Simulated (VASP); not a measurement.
Crystal: Bi.

```
CELL_PARAMETERS angstrom
3.55798 0.00000 0.00000
-1.77899 3.08130 0.00000
0.00000 0.00000 5.81019
ATOMIC_POSITIONS crystal
Bi 0.33333 0.66667 0.25000
Bi 0.66667 0.33333 0.75000
```

This isn't the form of Bi at room conditions, which is rhombohedral.

| Property | Result |
| --- | --- |
| Program | VASP 6.6.1 |
| Task | relaxation of cell and atoms |
| Functional | PBEsol |
| Potentials or basis | VASP PAW PBE potentials, release 64 (Bi_d) |
| Cutoff | 600 eV |
| k mesh | 10 × 10 × 6 |
| Occupations | fermi-dirac, width 0.1 eV |
| Spin | no spin polarisation |

At the start: pressure -3.1 GPa; volume 31.85 Å³/atom.

Problem. How do energy, volume and symmetry change on relaxing?

Solution. Over 5 steps the energy falls by 18.2 meV/atom and the volume is 30.09 Å³/atom (-5.5 %); space group P6_3/mmc (No. 194, to 0.1 Å) before and after.

The path:
```tsv
step	energy change (eV)	largest force (eV/Å)	pressure (GPa)	volume (Å³)
1	0.0000	0.0000	-3.08	63.70
2	-0.0242	0.0000	2.11	58.22
3	-0.0365	0.0000	-0.01	60.13
4	-0.0364	0.0000	0.08	60.06
5	-0.0365	0.0000	-0.02	60.18
```

Final structure:
```xyz
2
Lattice="3.4866 0.0000 0.0000 -1.7433 3.0195 0.0000 0.0000 0.0000 5.7160" Properties=species:S:1:pos:R:3 pbc="T T T"
Bi    0.0000    2.0130    1.4290
Bi    1.7433    1.0065    4.2870
```

Caveat: the PAW data sets were made with another functional, which shifts forces and pressure a little.
